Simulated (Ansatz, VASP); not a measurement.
# WSe2: VASP beside Ansatz

The input INCAR:

```
SYSTEM = WSe2
PREC     = Accurate       ! precision mode
ENCUT    = 520            ! plane-wave cutoff, eV
EDIFF    = 1E-6           ! SCF threshold, eV
ISMEAR   = 0              ! smearing method
SIGMA    = 0.05           ! smearing width, eV
LREAL    = .FALSE.        ! projectors in reciprocal space
LASPH    = .TRUE.         ! aspherical terms in the spheres
NELM     = 100            ! most SCF steps
ALGO     = Normal         ! electronic algorithm
ISIF     = 2              ! what is computed and relaxed
LWAVE    = .FALSE.        ! write WAVECAR
LCHARG   = .FALSE.        ! write CHGCAR
GGA      = PE             ! functional
IVDW     = 12             ! dispersion correction
NBANDS   = 35             ! bands
```

The input KPOINTS:

```
Automatic mesh
0
G
  12 12 2
  0 0 0
```

Contents of POSCAR:

```
WSe2
1.0
    3.2790275604      0.0000000000      0.0000000000
   -1.6395137802      2.8397211670      0.0000000000
    0.0000000000      0.0000000000     12.7886113462
W Se
2 4
Direct
    0.3673481457      0.6915672375      0.2500000000
    0.6326518543      0.3084327625      0.7500000000
    0.2995076026      0.6419045131      0.6182912225
    0.7004923974      0.3580954869      0.1182912225
    0.2995076026      0.6419045131      0.8817087775
    0.7004923974      0.3580954869      0.3817087775
```

Input for Ansatz:

```yaml
crystal:
  lattice:
    - [3.2790275604, 0.0, 0.0]
    - [-1.6395137802, 2.839721167, 0.0]
    - [0.0, 0.0, 12.7886113462]
  atoms:
    - { symbol: W, position: [0.3673481457, 0.6915672375, 0.25] }
    - { symbol: W, position: [0.6326518543, 0.3084327625, 0.75] }
    - { symbol: Se, position: [0.2995076026, 0.6419045131, 0.6182912225] }
    - { symbol: Se, position: [0.7004923974, 0.3580954869, 0.1182912225] }
    - { symbol: Se, position: [0.2995076026, 0.6419045131, 0.8817087775] }
    - { symbol: Se, position: [0.7004923974, 0.3580954869, 0.3817087775] }
basis:
  ecutwfc: 420
kpoints:
  mp_grid: { grid: [12, 12, 2] }
hamiltonian:
  xc: pbe
  dispersion: d3bj
scf:
  occupations: { method: gaussian, width: 0.05 }
output:
  forces: true
  stress: true
  eigenvalues: true
```

Change from the starting cell: mode 4 (26.4 1/cm) frozen in, largest displacement -0.100 Å.

Alike in both runs: task single point; functional PBE; dispersion D3(BJ); k mesh 12 × 12 × 2; occupations gaussian, width 0.05 eV; no spin polarisation.

```csv
,VASP,Ansatz
version,VASP 6.6.1,Ansatz 0.2.0
potentials or method,"VASP PAW PBE potentials, release 64 (W_sv, Se), cutoff 520 eV","scalar-relativistic, plane waves, PAW"
valence electrons in the cell,52,92
```

Ansatz gave:

- gap on the k mesh at the Fermi level (eV): 0.89
- least direct gap on the mesh (eV): 1.57
- pressure (GPa): 0.0
- traceless stress, the component that is largest in VASP (GPa): 0.06
- rms of the force components (eV/Å): 0.020

Question: Which values does VASP return?

Answer: gap on the k mesh at the Fermi level (eV): 0.88; least direct gap on the mesh (eV): 1.56; pressure (GPa): 0.4; traceless stress, the component that is largest in VASP (GPa): 0.14; rms of the force components (eV/Å): 0.026.

Atom by atom the forces differ by 0.023 eV/Å (rms over components). VASP's potentials hold 52 valence electrons a cell and Ansatz's 92, so a difference there can come from the potentials and not from the codes.

Neither program's run includes spin-orbit coupling.
